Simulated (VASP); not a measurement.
# BaTiO3 in VASP: further runs

The runs below take BaTiO3 through single point, with r2SCAN+rVV10, PBEsol+D3(BJ), PBEsol.

Everything below comes from runs of VASP 6.6.1. Logs are shortened: lines on timing, memory, paths and dates and some standing lists are left out, and cuts for length are marked.

### Step 1. The cell of the first run

The typed cell holds 10 atoms: a = 3.960 Å, b = 5.682 Å, c = 5.705 Å, α = 90.02°, β = 90.00°, γ = 90.00°.

### Step 2. Single point, r2SCAN+rVV10

The input, POSCAR:

```
BaTiO3
1.0
    0.0000808637     -2.8002070672     -2.8003940138
   -4.0183696558      2.8404058645     -2.8403560029
    4.0345847537      2.8516778254     -2.8518197232
Ba Ti O
2 2 6
Direct
    0.0007404082      0.5004633714      0.4928943784
    1.0006077562      1.0004464398     -0.0070559983
    0.4986906562      0.0005649502      0.4787688129
    0.5023386785      0.5005004997      0.9787611737
    0.5007999857      0.2447852175      0.2610548521
    0.5008477552      0.7447436608      0.7611011452
    0.5008320472      0.7558202928      0.2610126922
    0.5008386675      0.2557851012      0.7609910494
    0.0018101948      0.0003517218      0.5081260221
    1.0000538505      0.5003187449      1.0081258722
```

The input, INCAR.step1:

```
  PREC = Accurate
  ENCUT = 660
  ISMEAR = -1
  SIGMA = 0.05
  LREAL = False
  LASPH = True
  NELM = 120
  NBANDS = 51
  GGA = PE
  ALGO = Normal
  EDIFF = 1E-5
  LWAVE = True
  LCHARG = False
  GGA_COMPAT = False
  KPAR = 4
```

The input, INCAR.step2:

```
  PREC = Accurate
  ENCUT = 660
  EDIFF = 1E-6
  ISMEAR = -1
  SIGMA = 0.05
  LREAL = False
  LASPH = True
  NELM = 120
  ALGO = Normal
  ISIF = 2
  LWAVE = False
  LCHARG = True
  METAGGA = R2SCAN
  LMIXTAU = True
  LUSE_VDW = True
  IVDW_NL = 2
  BPARAM = 11.95
  CPARAM = 0.0093
  LVHAR = True
  NBANDS = 51
  ISTART = 1
  GGA_COMPAT = False
  KPAR = 4
```

The input, KPOINTS:

```
regular mesh
0
Gamma
  7 5 5
```

Potentials or basis: VASP PAW PBE potentials, release 64 (Ba_sv, Ti_sv, O).

Started as:

```sh
> cat potpaw_PBE.64/Ba_sv/POTCAR potpaw_PBE.64/Ti_sv/POTCAR potpaw_PBE.64/O/POTCAR > POTCAR
> cp INCAR.step1 INCAR
> mpirun -np 4 vasp_std > vasp.out
> cp INCAR.step2 INCAR
> mpirun -np 4 vasp_std > vasp.out
```

OUTCAR:

```text
PREC = Accurate
   ENCUT = 660
   EDIFF = 1E-6
   ISMEAR = -1
   LREAL = False
   LASPH = True
   NELM = 120
   ISIF = 2
   METAGGA = R2SCAN
   IVDW_NL = 2
   BPARAM = 11.95
   ISTART = 1

 ion  position               nearest neighbor table
   1  0.001  0.500  0.493-  10 2.77   7 2.79   5 2.79   7 2.79   5 2.79   9 2.84   9 2.84   6 2.86
                             6 2.86   8 2.86   8 2.86  10 2.94   4 3.40   4 3.41   3 3.46   3 3.46
   2  0.001  0.000  0.993-   9 2.77   8 2.79   6 2.79   8 2.79   6 2.79  10 2.84  10 2.84   5 2.86
                             7 2.86   5 2.86   7 2.86   9 2.94   3 3.40   3 3.41   4 3.46   4 3.46
   3  0.499  0.001  0.479-   5 1.86   7 1.86   9 1.97   9 2.00   8 2.17   6 2.17   2 3.40   2 3.41
                             1 3.46   1 3.46   1 3.47   1 3.47   2 3.53   2 3.54
   4  0.502  0.501  0.979-   6 1.86   8 1.86  10 1.98  10 2.00   7 2.17   5 2.17   1 3.40   1 3.41
                             2 3.46   2 3.46   2 3.47   2 3.47   1 3.54   1 3.54
   5  0.501  0.245  0.261-   3 1.86   4 2.17   1 2.79   1 2.79   2 2.86   2 2.86
   6  0.501  0.745  0.761-   4 1.86   3 2.17   2 2.79   2 2.79   1 2.86   1 2.86
   7  0.501  0.756  0.261-   3 1.86   4 2.17   1 2.79   1 2.79   2 2.86   2 2.86
   8  0.501  0.256  0.761-   4 1.86   3 2.17   2 2.79   2 2.79   1 2.86   1 2.86
   9  0.002  0.000  0.508-   3 1.97   3 2.00   2 2.77   1 2.84   1 2.84   2 2.94
  10  0.000  0.500  0.008-   4 1.98   4 2.00   1 2.77   2 2.84   2 2.84   1 2.94

  LATTYP: Found a triclinic cell.
 ALAT       =    11.2955105875
 B/A-ratio  =     0.3506015045
 C/A-ratio  =     1.1258504144
 COS(alpha) =     0.0000223156
 COS(beta)  =     0.6763014572
 COS(gamma) =     0.7012296182

  Lattice vectors:

 A1 = (  -8.0531161369,   5.5891421735,   5.6122517479)
 A2 = (  -0.0000808637,   2.8002070672,   2.8003940138)
 A3 = ( -12.0713240653,   2.8291339036,  -2.8288922826)

Analysis of symmetry for initial positions (statically):
=====================================================================
 Subroutine PRICEL returns:
 Original cell was already a primitive cell.

 Routine SETGRP: Setting up the symmetry group for a
 triclinic supercell.

 Subroutine GETGRP returns: Found  1 space group operations
 (whereof  1 operations were pure point group operations)
 out of a pool of  2 trial point group operations.

The static configuration has the point symmetry C_1 .

Analysis of symmetry for dynamics (positions and initial velocities):
=====================================================================
 Subroutine PRICEL returns:
 Original cell was already a primitive cell.

 Routine SETGRP: Setting up the symmetry group for a
 triclinic supercell.

 Subroutine GETGRP returns: Found  1 space group operations
 (whereof  1 operations were pure point group operations)
 out of a pool of  2 trial point group operations.

The dynamic configuration has the point symmetry C_1 .

 Subroutine INISYM returns: Found  1 space group operations
 (whereof  1 operations are pure point group operations),
 and found     1 'primitive' translations

----------------------------------------------------------------------------------------

                                     Primitive cell

  volume of cell :     128.3610

  direct lattice vectors                    reciprocal lattice vectors
     0.000080864 -2.800207067 -2.800394014    -0.000004248 -0.178553701 -0.178550826
    -4.018369656  2.840405865 -2.840356003    -0.124426526  0.088018952 -0.088016669
     4.034584754  2.851677825 -2.851819723     0.123930529  0.087668780 -0.087659349

  length of vectors
     3.960223006  5.681797461  5.704631126     0.252511033  0.176000655  0.175296185

  position of ions in fractional coordinates (direct lattice)
     0.000740408  0.500463371  0.492894378
     0.000607756  0.000446440  0.992944002
     0.498690656  0.000564950  0.478768813
     0.502338679  0.500500500  0.978761174
     0.500799986  0.244785218  0.261054852
     0.500847755  0.744743661  0.761101145
     0.500832047  0.755820293  0.261012692
     0.500838667  0.255785101  0.760991049
     0.001810195  0.000351722  0.508126022
     0.000053851  0.500318745  0.008125872

  ion indices of the primitive-cell ions
   primitive index   ion index
                 1           1
                 2           2
                 3           3
                 4           4
                 5           5
                 6           6
                 7           7
                 8           8
                 9           9
                10          10

----------------------------------------------------------------------------------------

 KPOINTS: regular mesh

Automatic generation of k-mesh.
 Grid dimensions read from file:
 generate k-points for:    7    5    5

 Generating k-lattice:

  Cartesian coordinates                     Fractional coordinates (reciprocal lattice)
    -0.000000607 -0.025507672 -0.025507261     0.142857143 -0.000000000  0.000000000
    -0.024885305  0.017603790 -0.017603334     0.000000000  0.200000000 -0.000000000
     0.024786106  0.017533756 -0.017531870    -0.000000000 -0.000000000  0.200000000

  Length of vectors
     0.036073005  0.035200131  0.035059237

  Shift w.r.t. Gamma in fractional coordinates (k-lattice)
     0.000000000  0.000000000  0.000000000

 Subroutine IBZKPT returns following result:
 ===========================================

 Found     88 irreducible k-points:

 Following reciprocal coordinates:
            Coordinates               Weight
  0.000000  0.000000  0.000000      1.000000
  0.142857  0.000000 -0.000000      2.000000
  0.285714 -0.000000 -0.000000      2.000000
  0.428571  0.000000 -0.000000      2.000000
  0.000000  0.200000 -0.000000      2.000000
  0.142857  0.200000 -0.000000      2.000000
[... 16 lines left out ...]
 -0.428571 -0.000000  0.200000      2.000000
 -0.285714 -0.000000  0.200000      2.000000
 [... further k-points ...]
   k-points           NKPTS =     88   k-points in BZ     NKDIM =     88   number of bands    NBANDS=     51
   number of dos      NEDOS =    301   number of ions     NIONS =     10
   total plane-waves  NPLWV =  82944
   dimension x,y,z NGX =    36 NGY =   48 NGZ =   48
   dimension x,y,z NGXF=    72 NGYF=   96 NGZF=   96
   ions per type =               2   2   6
   NGX,Y,Z   is equivalent  to a cutoff of  15.11, 14.04, 13.99 a.u.
   NGXF,Y,Z  is equivalent  to a cutoff of  30.22, 28.09, 27.98 a.u.
 SYSTEM =  unknown system
   PREC   = accura    normal or accurate (medium, high low for compatibility)
   ISTART =      1    job   : 0-new  1-cont  2-samecut
   ICHARG =      0    charge: 1-file 2-atom 10-const
   ISPIN  =      1    spin polarized calculation?
   LNONCOLLINEAR =      F non collinear calculations
   LSORBIT =      F    spin-orbit coupling
   LASPH  =      T    aspherical Exc in radial PAW
   ENCUT  =  660.0 eV  48.51 Ry    6.96 a.u.   8.30 11.90 11.95*2*pi/ulx,y,z
   NELM   =    120;   NELMIN=  2; NELMDL=  0     # of ELM steps
   EDIFF  = 0.1E-05   stopping-criterion for ELM
   LREAL  =      F    real-space projection
   EDIFFG = 0.1E-04   stopping-criterion for IOM
   NSW    =      0    number of steps for IOM
   IBRION =     -1    ionic relax: 0-MD 1-quasi-New 2-CG
   NFREE  =      0    steps in history (QN), initial steepest desc. (CG)
   ISIF   =      2    stress and relaxation
   ISYM   =      2    0-nonsym 1-usesym 2-fastsym
   POTIM  = 0.5000    time-step for ionic-motion
   TEBEG  =    0.0;   TEEND  =   0.0 temperature during run
   PSTRESS=    0.0 pullay stress
   NELECT =      80.0000    total number of electrons
   NUPDOWN=      -1.0000    fix difference up-down
   EMIN   =  10.00;   EMAX   =-10.00  energy-range for DOS
   EFERMI =   0.00;   METHOD = LEGACY
   ISMEAR =    -1;   SIGMA  =   0.05  broadening in eV -4-tet -1-fermi 0-gaus
   EFERMI_NEDOS =   21; number of points for ismear=-14 and -15
   IALGO  =     38    algorithm
   IMIX   =      4    mixing-type and parameters
     AMIX     =   0.40;   BMIX     =  1.00
     AMIX_MAG =   1.60;   BMIX_MAG =  1.00
  volume/ion in A,a.u.               =      12.84        86.62
  Fermi-wavevector in a.u.,A,eV,Ry     =   1.398386  2.642567 26.605981  1.955484
  Thomas-Fermi vector in A             =   2.521549
   LORBIT       =      0    0 simple, 1 ext, 2 COOP (PROOUT), +10 PAW based schemes
   METAGGA = R2SCAN    functional components
   LHFCALC =     F    Hartree Fock is set to
   AEXX    =    0.0000 exact exchange contribution
   IVDW_NL    =     2    kernel type
   BPARAM     =11.9500
   IVDW    =     0    specifies the selected vdW correction
   LEPSILON=     F    determine dielectric tensor
   LRPA    =     F    only Hartree local field effects (RPA)
 non-spin polarized calculation
  energy-cutoff  :      660.00
  volume of cell :      128.36
 maximum number of plane-waves:      4963
 NGX is ok and might be reduce to    36
   NGX = 17   NGY = 23   NGZ = 23

 number of electron      80.0000002 magnetization

 Free energy of the ion-electron system (eV)
  ---------------------------------------------------
  ext. energy  EPLUGINS =         0.00000000
  ---------------------------------------------------
  free energy    TOTEN  =      -146.71951400 eV

  energy without entropy =     -146.71951400  energy(sigma->0) =     -146.71951400

 E-fermi :   4.5180     XC(G=0): -11.9464

 val. band max:        3.4484567115   @ k =   0.4286   0.0000  -0.0000
 cond. band min:       6.0566631741   @ k =   0.0000   0.0000   0.0000
 fundamental gap:      2.6082064626
 Fermi energy:         4.5179971989

 k-point     1 :       0.0000    0.0000    0.0000
  band No.  band energies     occupation
      1     -55.0829      2.00000
      2     -55.0809      2.00000
      3     -30.3546      2.00000
      4     -30.3513      2.00000
      5     -30.3026      2.00000
      6     -30.2994      2.00000
[... 43 lines left out ...]
     50       9.0030      0.00000
     51       9.1376      0.00000
[... 1240 lines left out ...]
     50      10.6414      0.00000
     51      10.7798      0.00000

 [... further k-points ...]
[... 5 lines left out ...]
  --------------------------------------------------------------------------------------
  -------------------------------------------------------------------------------------
  Total        1.6537167      1.6368285      1.6321997     -0.0276933     -0.0025067      0.0285862
  in kB       20.6413817     20.4305872     20.3728111     -0.3456628     -0.0312880      0.3568081
  external PRESSURE =      20.4815933 kB  Pullay stress =       0.0000000 kB

 VOLUME and BASIS-vectors are now :
 -----------------------------------------------------------------------------
  energy-cutoff  :      660.00
  volume of cell :      128.36
      direct lattice vectors                 reciprocal lattice vectors
     0.000080864 -2.800207067 -2.800394014    -0.000004248 -0.178553701 -0.178550826
    -4.018369656  2.840405865 -2.840356003    -0.124426526  0.088018952 -0.088016669
     4.034584754  2.851677825 -2.851819723     0.123930529  0.087668780 -0.087659349

 POSITION                                       TOTAL-FORCE (eV/Angst)
 -----------------------------------------------------------------------------------
     -0.02242      2.82502     -2.82921         0.020392      0.014845     -0.014059
      4.00432      2.83112     -2.83467         0.019962      0.011318     -0.013098
      1.92940     -0.02954     -2.76350         0.114241      0.066935     -0.083730
      1.93774      2.80608     -5.61960         0.111112      0.084612     -0.070004
      0.06965      0.03739     -2.84220        -0.110544     -0.005834      0.005507
      0.07811      2.88331     -5.68843        -0.113744     -0.005607      0.006378
     -1.98405      1.48873     -4.29369        -0.008828     -0.074881      0.075732
      2.04248      1.49418     -4.29928        -0.009112     -0.076040      0.076236
      2.04866      1.44494     -1.45515        -0.011766      0.000013      0.015875
     -1.97768      1.44413     -1.44441        -0.011712     -0.015361      0.001163
 -----------------------------------------------------------------------------------
    total drift:                               -0.000977     -0.001285     -0.002091

  FREE ENERGIE OF THE ION-ELECTRON SYSTEM (eV)
  ---------------------------------------------------
  free  energy   TOTEN  =      -146.7195140049 eV

  energy  without entropy=     -146.7195140048  energy(sigma->0) =     -146.71951400
```

Wall time 11 min (4 MPI ranks of AMD EPYC 9R45 (Zen 5), shared host); peak memory 1.1 GiB.

What came out:

- Free energy: -146.7195 eV
- Pressure: 2.0 GPa
- Largest force: 0.157 eV/Å
- Band gap on the k mesh: 2.61 eV

Forces on the atoms (eV/Å):
```
Ba   0.020  0.015 -0.014
Ba   0.020  0.011 -0.013
Ti   0.114  0.067 -0.084
Ti   0.111  0.085 -0.070
O   -0.111 -0.006  0.006
O   -0.114 -0.006  0.006
O   -0.009 -0.075  0.076
O   -0.009 -0.076  0.076
O   -0.012  0.000  0.016
O   -0.012 -0.015  0.001
```

Caveat: the PAW data sets were made with another functional, which shifts forces and pressure a little; spin-orbit coupling is left out, which moves the levels of the heavy elements.

### Step 3. Single point, PBEsol+D3(BJ)

This run uses another cell than the first one, of 12.35 Å³/atom.

The input, INCAR:

```
  PREC = Accurate
  ENCUT = 520
  EDIFF = 1E-7
  ISMEAR = -1
  SIGMA = 0.05
  LREAL = F
  LASPH = T
  NELM = 60
  ALGO = Normal
  ISIF = 2
  LWAVE = F
  LCHARG = T
  GGA = PS
  IVDW = 12
  LELF = T
  LVHAR = T
  NBANDS = 51
```

KPOINTS is that of step 2.

The input, POSCAR:

```
BaTiO3
1.0
    0.0021113740     -2.7962987795     -2.7932479739
   -3.9544917011      2.7998651670     -2.7938474870
    3.9502019592      2.7938880762     -2.7938005914
Ba Ti O
2 2 6
Direct
    0.0048946182      0.4961930482      0.5003260726
    1.0048948106      0.9961900693      0.0003279696
    0.5133011234     -0.0122877593      0.5002502707
    0.5132562667      0.4877079345      1.0002475158
    0.4963944289      0.2565874725      0.2486139590
    0.4963956955      0.7565825513      0.7486143126
    0.4964271202      0.7566224264      0.2522849031
    0.4964229462      0.2566176191      0.7522836517
   -0.0072187875      0.0047833387      0.5004162271
    0.9927917777      0.5047832993      1.0004151177
```

Potentials or basis: VASP PAW PBE potentials, release 64 (Ba_sv, Ti_sv, O).

Started as:

```sh
> cat potpaw_PBE.64/Ba_sv/POTCAR potpaw_PBE.64/Ti_sv/POTCAR potpaw_PBE.64/O/POTCAR > POTCAR
> mpirun -np 1 vasp_std > vasp.out
```

Wall time 24 min (1 thread of Intel Xeon 8259CL, shared host); peak memory 0.55 GiB.

Results (log left out):

- Free energy: -86.6760 eV
- Pressure: 2.1 GPa
- Largest force: 0.040 eV/Å
- Band gap on the k mesh: 2.08 eV
- Dispersion energy per atom: -0.275 eV

Forces in eV/Å, atoms in the order of the input:
```
Ba  -0.016  0.024  0.000
Ba  -0.016  0.024  0.000
Ti  -0.023  0.033  0.000
Ti  -0.023  0.033 -0.001
O    0.024 -0.012  0.000
O    0.023 -0.011  0.000
O    0.008 -0.023  0.012
O    0.008 -0.023  0.012
O    0.008 -0.023 -0.012
O    0.008 -0.023 -0.011
```

Levels at points of the mesh, in eV from the valence-band top:
| k point | band 36 | band 37 | band 38 | band 39 | band 40 | band 41 | band 42 | band 43 | band 44 | band 45 |
| --- | --- | --- | --- | --- | --- | --- | --- | --- | --- | --- |
| (0.00, 0.00, 0.00) | -0.83 | -0.31 | -0.22 | -0.22 | -0.09 | 2.08 | 2.08 | 2.18 | 3.86 | 3.86 |

Caveat: the PAW data sets were made with another functional, which shifts forces and pressure a little; spin-orbit coupling is left out, which moves the levels of the heavy elements. A hybrid or GW would open this gap; PBEsol tends to underestimate it.

### Step 4. Single point, PBEsol

This run uses another cell than the first one, of 12.70 Å³/atom.

The input, INCAR:

```
SYSTEM = BaTiO3
ALGO = Normal
EDIFF = 1E-7
ENCUT = 520
GGA = PS
ISIF = 2
ISMEAR = -1
LASPH = .TRUE.
LCHARG = .FALSE.
LREAL = .FALSE.
LWAVE = .FALSE.
NBANDS = 51
NELM = 80
PREC = Accurate
SIGMA = 0.05
```

The input, KPOINTS:

```
k-points
0
G
  6 4 4
  0 0 0
```

The input, POSCAR:

```
BaTiO3
1.0
   -0.0049179351     -2.8233710512     -2.8161834568
   -3.9846551821      2.8189343217     -2.8186454435
    3.9938097965      2.8322685931     -2.8181685668
Ba Ti O
2 2 6
Direct
    0.0069975996      0.5003164771      0.4941655226
    1.0071292875      1.0002291281     -0.0058271612
    0.5181093446      0.0001513733      0.4827409421
    0.5176437729      0.5001406655      0.9827777496
    0.4949954195      0.2472597384      0.2592741329
    0.4950298828      0.7472359475      0.7593086675
    0.4950757197      0.7537876507      0.2593935012
    0.4950922312      0.2537724892      0.7594023945
   -0.0114185773      0.0004533740      0.5062568995
    0.9889053195      0.5004331561      1.0062873514
```

Started as:

```sh
> cat potpaw_PBE.64/Ba_sv/POTCAR potpaw_PBE.64/Ti_sv/POTCAR potpaw_PBE.64/O/POTCAR > POTCAR
> mpirun -np 1 vasp_std > vasp.out
```

Wall time 13 min (1 thread of Intel Xeon 8259CL, shared host); peak memory 0.41 GiB.

It converged, with:

| Property | Result |
| --- | --- |
| Free energy | -84.0065 eV |
| Pressure | 1.9 GPa |
| Largest force | 0.074 eV/Å |
| Band gap on the k mesh | 2.27 eV |

Forces in eV/Å, atoms in the order of the input:
```
Ba   0.020  0.030  0.005
Ba   0.016  0.034  0.006
Ti   0.038  0.063 -0.003
Ti   0.039  0.049 -0.009
O   -0.035 -0.013 -0.001
O   -0.038 -0.014  0.000
O   -0.009 -0.037  0.023
O   -0.010 -0.036  0.023
O   -0.010 -0.043 -0.028
O   -0.011 -0.032 -0.017
```

Levels at points of the mesh, in eV from the valence-band top:
```csv
k point,band 37,band 38,band 39,band 40,band 41,band 42,band 43,band 44
"(0.00, 0.00, 0.00)",-0.49,-0.36,-0.36,-0.10,2.27,2.27,2.41,3.85
"(0.50, 0.00, 0.00)",-0.83,-0.02,-0.02,0.00,2.46,3.78,3.88,4.36
"(0.00, 0.50, 0.00)",-0.91,-0.91,-0.49,-0.49,2.94,2.95,3.18,3.18
"(0.50, 0.50, 0.00)",-0.62,-0.62,-0.53,-0.52,3.51,3.51,3.96,3.96
"(0.00, 0.00, 0.50)",-0.94,-0.94,-0.51,-0.51,3.03,3.03,3.16,3.16
"(0.50, 0.00, 0.50)",-0.61,-0.61,-0.53,-0.52,3.60,3.61,3.98,3.99
"(0.00, 0.50, 0.50)",-0.95,-0.94,-0.82,-0.82,2.45,2.46,3.78,3.78
"(0.50, 0.50, 0.50)",-0.85,-0.85,-0.10,-0.09,3.85,3.85,3.86,3.86
```

Caveat: the PAW data sets were made with another functional, which shifts forces and pressure a little; spin-orbit coupling is left out, which moves the levels of the heavy elements. A k mesh can miss the band edges.

### Step 5. Overview

| level | cell | k mesh | cutoff (eV) | gap on the mesh (eV) | pressure (GPa) | largest force (eV/Å) |
| --- | --- | --- | --- | --- | --- | --- |
| r2SCAN+rVV10 | a = 3.960, b = 5.682, c = 5.705 Å, 10 atoms, atomic positions A | 7 × 5 × 5 | 660 | 2.61 | 2.0 | 0.16 |
| PBEsol+D3(BJ) | a = 3.952, b = 5.593, c = 5.587 Å, angles 90.0, 90.0, 90.1°, 10 atoms, atomic positions B | 7 × 5 × 5 | 520 | 2.08 | 2.1 | 0.04 |
| PBEsol | a = 3.988, b = 5.636, c = 5.649 Å, angles 90.0, 90.2, 90.0°, 10 atoms, atomic positions C | 6 × 4 × 4 | 520 | 2.27 | 1.9 | 0.07 |

Alike in all rows: task single point; potentials or basis VASP PAW PBE potentials, release 64 (Ba_sv, Ti_sv, O); no spin polarisation; smearing fermi-dirac 0.05 eV.

Caveats: the PAW data sets were made with another functional, which shifts forces and pressure a little; spin-orbit coupling is left out, which moves the levels of the heavy elements.

Absolute energies hang on the potentials; compare differences alone.
